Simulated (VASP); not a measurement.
Crystal: MgS.

```
Mg S
1.0
     0.00000    2.61488    2.61488
     2.61488    0.00000    2.61488
     2.61488    2.61488    0.00000
Mg S
1 1
Direct
  0.00000 0.00000 0.00000
  0.50000 0.50000 0.50000
```

| Item | Value |
| --- | --- |
| Program | VASP 6.6.1 |
| Task | relaxation of cell and atoms |
| Functional | PBEsol |
| Potentials or basis | VASP PAW PBE potentials, release 64 (Mg, S) |
| Cutoff | 600 eV |
| k mesh | 8 × 8 × 8 |
| Occupations | fermi-dirac, width 0.02 eV |
| Spin | no spin polarisation |

At the start: pressure -2.2 GPa; volume 17.88 Å³/atom.

Task: Where does the relaxation end?

Result: Over 3 steps the energy falls by 3.7 meV/atom and the volume is 17.36 Å³/atom (-2.9 %); space group Fm-3m (No. 225, to 0.05 Å).

The path:
```
step  energy change (eV)  largest force (eV/Å)  pressure (GPa)  volume (Å³)
   1              0.0000                0.0000           -2.21        35.76
   2             -0.0071                0.0000            0.50        34.50
   3             -0.0074                0.0000            0.00        34.71
```

Final structure:
```
Mg S
1.0
     0.00000    2.58911    2.58911
     2.58911    0.00000    2.58911
     2.58911    2.58911    0.00000
Mg S
1 1
Direct
  0.00000 0.00000 0.00000
  0.50000 0.50000 0.50000
```

Caveat: the PAW data sets were made with another functional, which shifts forces and pressure a little.
